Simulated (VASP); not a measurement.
A run of VASP 6.6.1 is set up as follows.

File INCAR:

```
SYSTEM = SnO2
  PREC = Accurate
  ENCUT = 520
  EDIFF = 1E-7
  ISMEAR = 0
  SIGMA = 0.05
  LREAL = .False.
  LASPH = .True.
  NELM = 100
  ALGO = Normal
  ISIF = 2
  LWAVE = .False.
  LCHARG = .False.
  GGA = PS
  NBANDS = 35
```

Contents of KPOINTS:

```
Automatic mesh
0
Gamma
  10 10 10
  0 0 0
```

POSCAR

```
SnO2
1.0
   -2.0054999738      2.0054999738      5.1227446880
    2.0054999738     -2.0054999738      5.1227446880
    2.0054999738      2.0054999738     -5.1227446880
Sn O
2 4
Direct
    0.7500000000      0.2500000000      0.5000000000
    0.0000000000      0.0000000000      0.0000000000
    0.6807840149      0.8253863603     -0.1446023454
    0.9529187786      0.4529187786      0.5000000000
    0.2029187786      0.2029187786      0.0000000000
    0.5470812214      0.0470812214      0.5000000000
```

Potentials or basis: VASP PAW PBE potentials, release 64 (Sn_d, O).

Command:

```bash
$ cat potpaw_PBE.64/Sn_d/POTCAR potpaw_PBE.64/O/POTCAR > POTCAR
$ mpirun -np 1 vasp_std > vasp.out
```

What does it give for the band gap on the k mesh?

1.28 eV (least direct gap 1.69 eV).

Predict the largest force.

5.192 eV/Å.

Predict the pressure.

4.4 GPa.

Stress tensor (GPa, compression positive):
```
 0.13  0.00  0.00
 0.00  1.46  5.97
 0.00  5.97 11.74
```

Caveat: the cell differs from its parent crystal (atom 3 (O) moved by -0.580 Å along [0 1 0] and +0.290 Å along [0 0 1]); the stress differs along the axes, from 0 to 12 GPa; the PAW data sets were made with another functional, which shifts forces and pressure a little; spin-orbit coupling is left out, which moves the levels of the heavy elements. A k mesh can miss the band edges.
